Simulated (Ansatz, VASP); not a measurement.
## W in VASP and in Ansatz

Contents of INCAR:

```
  PREC = Accurate
  ENCUT = 520
  EDIFF = 1E-7
  ISMEAR = 0
  SIGMA = 0.1
  LREAL = False
  LASPH = True
  NELM = 100
  ALGO = Normal
  ISIF = 2
  LWAVE = False
  LCHARG = True
  LDIPOL = True
  IDIPOL = 3
  DIPOL = 0.5 0.5 0.500
  GGA = PE
  LELF = True
  LVHAR = True
  LVACPOTAV = True
  NBANDS = 58
```

KPOINTS

```
regular mesh
0
Gamma
  11 11 1
```

File POSCAR:

```
W
1.0
    3.1835586448      0.0000000000      0.0000000000
    0.0000000000      3.1835586448      0.0000000000
    0.0000000000      0.0000000000     19.5506759344
W
7
Direct
    0.5000000000      0.5000000000      0.2557456334
    0.0000000000      0.0000000000      0.3371637556
    0.5000000000      0.5000000000      0.4185818778
    0.0000000000      0.0000000000      0.5000000000
    0.5000000000      0.5000000000      0.5814181222
    0.0000000000      0.0000000000      0.6628362444
    0.5000000000      0.5000000000      0.7442543666
```

Input for Ansatz:

```yaml
crystal:
  lattice:
    - [3.1835586448, 0.0, 0.0]
    - [0.0, 3.1835586448, 0.0]
    - [0.0, 0.0, 19.5506759344]
  atoms:
    - { symbol: W, position: [0.5, 0.5, 0.2557456334] }
    - { symbol: W, position: [0.0, 0.0, 0.3371637556] }
    - { symbol: W, position: [0.5, 0.5, 0.4185818778] }
    - { symbol: W, position: [0.0, 0.0, 0.5] }
    - { symbol: W, position: [0.5, 0.5, 0.5814181222] }
    - { symbol: W, position: [0.0, 0.0, 0.6628362444] }
    - { symbol: W, position: [0.5, 0.5, 0.7442543666] }
basis:
  ecutwfc: 420
kpoints:
  mp_grid: { grid: [11, 11, 1] }
hamiltonian:
  xc: pbe
scf:
  occupations: { method: gaussian, width: 0.1 }
output:
  forces: true
  stress: true
  eigenvalues: true
  write_density: true
  write_potential: true
  elf: true
  volumetric_format: npy
efield:
  axis: 3
  dipole_correction: true
  ramp_width: 0.04
```

Alike in both runs: task single point; functional PBE; k mesh 11 × 11 × 1; occupations gaussian, width 0.1 eV; no spin polarisation.

```csv
,VASP,Ansatz
version,VASP 6.6.1,Ansatz 0.2.0
potentials or method,"VASP PAW PBE potentials, release 64 (W_sv), cutoff 520 eV","scalar-relativistic, plane waves, PAW"
valence electrons in the cell,98,98
```

```csv
,VASP,Ansatz,Ansatz less VASP
gap on the k mesh at the Fermi level (eV),none,none,-
rms of the force components (eV/Å),0.756,0.760,+0.0044
```

Atom by atom the forces differ by 0.010 eV/Å (rms over components). A gap of «none» marks a metal or a gap that the smearing closes. Ansatz's warnings: vacuum density over bound, xc potential rough in thin density.

Spin-orbit coupling is off throughout.
